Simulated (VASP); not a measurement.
BaLiMnF, 8 atoms in the cell. It takes space group P4/nmm (No. 129, tetragonal). The conventional cell has a = 4.152 Å, b = 4.152 Å, c = 9.441 Å, α = 90.00°, β = 90.00°, γ = 90.00°. Ba (site symmetry 4mm) has 4 F at 2.60 Å and 4 Li at 3.44 Å within 3.5 Å. Within 3.3 Å of Mn (site symmetry -4m2) lie 4 Li at 2.48 Å and 4 Mn at 2.94 Å. Li (site symmetry 4mm) has 4 Mn at 2.48 Å within 3.3 Å. F (site symmetry -4m2) has 4 Ba at 2.60 Å and 4 F at 2.94 Å within 3.4 Å. 

```yaml
Program: VASP 6.6.1
Task: relaxation of cell and atoms
Functional: PBE
Potentials_or_basis: VASP PAW PBE potentials, release 64 (Ba_sv, Mn_pv, Li_sv, F)
Cutoff: 750 eV
k_mesh: 4 × 4 × 2
Occupations: fermi-dirac, width 0.0391 eV
Spin: no spin polarisation
Dipole_correction: no
Further_INCAR_settings: ALGO = Normal; EDIFF = 1e-07; IBRION = 2; EDIFFG = -0.01; NSW = 60; ISIF = 3
```

Potentials or basis: VASP PAW PBE potentials, release 64 (Ba_sv, Mn_pv, Li_sv, F).

Run with:

```sh
$ cat potpaw_PBE.64/Ba_sv/POTCAR potpaw_PBE.64/Mn_pv/POTCAR potpaw_PBE.64/Li_sv/POTCAR potpaw_PBE.64/F/POTCAR > POTCAR
$ mpirun -np 1 vasp_std > vasp.out
```

Hardware: 1 thread of Intel Xeon 8259CL, on a shared host.

Problem. Estimate the wall time of this run.

Solution. It took 36 min on 1 thread of Intel Xeon 8259CL, with other jobs on the host, peak memory 0.48 GiB. Counts: scf iterations 121, k points 12, ion steps 12.
